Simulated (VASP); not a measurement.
Wanted: the native input for a VASP 6.6.1 run.

| Property | Result |
| --- | --- |
| Task | single point |
| Functional | LDA |
| Potentials or basis | VASP PAW LDA potentials, release 64 (Ca_sv) |
| Cutoff | 520 eV |
| k mesh | 12 × 12 × 6 |
| Occupations | fermi-dirac, width 0.05 eV |
| Spin | no spin polarisation |
| Dipole correction | no |
| k mesh for the DOS | 18 × 18 × 9 |
| Occupations for the DOS | tetrahedron |
| Further INCAR settings | ALGO = Normal; EDIFF = 1e-06; NBANDS = 17 |

The system is Ca.

```xyz
2
Lattice="2.9236 0.0000 0.0000 -1.4618 2.5319 0.0000 0.0000 0.0000 4.4450" Properties=species:S:1:pos:R:3 pbc="T T T"
Ca    0.0000    1.6879    1.1112
Ca    1.4618    0.8440    3.3337
```

This isn't the form of Ca at room conditions, which is fcc.

One way to write it, as run:

POSCAR

```
Ca
1.0
    2.9236044784      0.0000000000      0.0000000000
   -1.4618022392      2.5319157489      0.0000000000
    0.0000000000      0.0000000000      4.4449765278
Ca
2
Direct
    0.3333333333      0.6666666667      0.2500000000
    0.6666666667      0.3333333333      0.7500000000
```

INCAR.step1

```
PREC = Accurate
ENCUT = 520
EDIFF = 1E-6
ISMEAR = -1
SIGMA = 0.05
LREAL = False
LASPH = True
NELM = 80
ALGO = Normal
ISIF = 2
LWAVE = False
LCHARG = True
NBANDS = 17
```

KPOINTS.step1

```
Automatic mesh
0
Gamma
  12 12 6
```

INCAR.step2

```
PREC = Accurate
ENCUT = 520
EDIFF = 1E-6
ISMEAR = -5
SIGMA = 0.05
LREAL = False
LASPH = True
NELM = 80
ALGO = Normal
ISIF = 2
LWAVE = False
LCHARG = False
LORBIT = 11
NBANDS = 17
NEDOS = 1001
ICHARG = 11
```

KPOINTS.step2

```
Automatic mesh
0
Gamma
  18 18 9
```

Potentials or basis: VASP PAW LDA potentials, release 64 (Ca_sv).

Run with:

```bash
$ cat potpaw_LDA.64/Ca_sv/POTCAR > POTCAR
$ cp INCAR.step1 INCAR
$ cp KPOINTS.step1 KPOINTS
$ mpirun -np 1 vasp_std > vasp.out
$ cp INCAR.step2 INCAR
$ cp KPOINTS.step2 KPOINTS
$ mpirun -np 1 vasp_std > vasp.out
```

Results of the run:

```
Valence electrons inside the program's atomic spheres : Ca 8.68
```

Run time: 87 s on 1 thread of Intel Xeon 8259CL, with other jobs on the host, peak memory 0.21 GiB.
